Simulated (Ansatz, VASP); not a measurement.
## InSb: VASP beside Ansatz

```
CELL_PARAMETERS angstrom
3.07666 0.00000 0.00000
0.00000 3.07666 0.00000
0.00000 0.00000 6.21547
ATOMIC_POSITIONS crystal
In 0.00000 0.00000 0.00000
Sb 0.00000 0.00000 0.50000
```

Alike in both runs: task single point; functional PBE; k mesh 7 × 7 × 4; occupations gaussian, width 0.01 eV; no spin polarisation.

|  | VASP | Ansatz |
| --- | --- | --- |
| version | VASP 6.6.1 | Ansatz 0.2.0 |
| potentials or method | VASP PAW PBE potentials, release 64 (In_d, Sb), cutoff 520 eV | scalar-relativistic, plane waves, PAW |
| valence electrons in the cell | 18 | 28 |

|  | VASP | Ansatz | Ansatz less VASP |
| --- | --- | --- | --- |
| gap on the k mesh at the Fermi level (eV) | none | none | - |
| pressure (GPa) | 0.4 | 0.4 | +0.04 |
| traceless stress, the component that is largest in VASP (GPa) | 0.27 | 0.27 | +0.005 |

A gap of «none» marks a metal or a gap that the smearing closes. The functional is the same, so the differences come from potentials, cutoffs and numerics. VASP's potentials hold 18 valence electrons a cell and Ansatz's 28, so a difference there can come from the potentials and not from the codes.

Neither program's run includes spin-orbit coupling.
